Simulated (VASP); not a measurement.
Input of a VASP 6.6.1 run:

INCAR

```
SYSTEM = Cu
PREC = Accurate
ENCUT = 520
EDIFF = 1E-7
ISMEAR = -1
SIGMA = 0.1
LREAL = .False.
LASPH = .True.
NELM = 80
ALGO = Normal
ISIF = 2
LWAVE = .False.
LCHARG = .False.
GGA = PS
NBANDS = 30
```

Contents of KPOINTS:

```
regular mesh
0
Gamma
  10 10 3
  0 0 0
```

The input POSCAR:

```
Cu
1.0
    2.4251905766      0.0000000000      0.0000000000
   -1.2125952883      2.1002767298      0.0000000000
    0.0000000000      0.0000000000      7.9171648893
Cu
4
Direct
    0.0000000000      0.0000000000      0.0000000000
    0.3333333333      0.6666666667      0.2500000000
    0.0000000000      0.0000000000      0.5000000000
    0.6666666667      0.3333333333      0.7500000000
```

Potentials or basis: VASP PAW PBE potentials, release 64 (Cu).

Command:

```console
$ cat potpaw_PBE.64/Cu/POTCAR > POTCAR
$ mpirun -np 1 vasp_std > vasp.out
```

Q: What does it give for the band gap on the k mesh?

A: Zero (bands 22 and 23 overlap by 5.23 eV).

Q: Estimate the pressure.

A: 26.8 GPa.

Stress tensor (GPa, compression positive):
```
26.93  0.00  0.00
 0.00 26.93  0.00
 0.00  0.00 26.43
```

Caveat: the cell stands under pressure; the PAW data sets were made with another functional, which shifts forces and pressure a little.
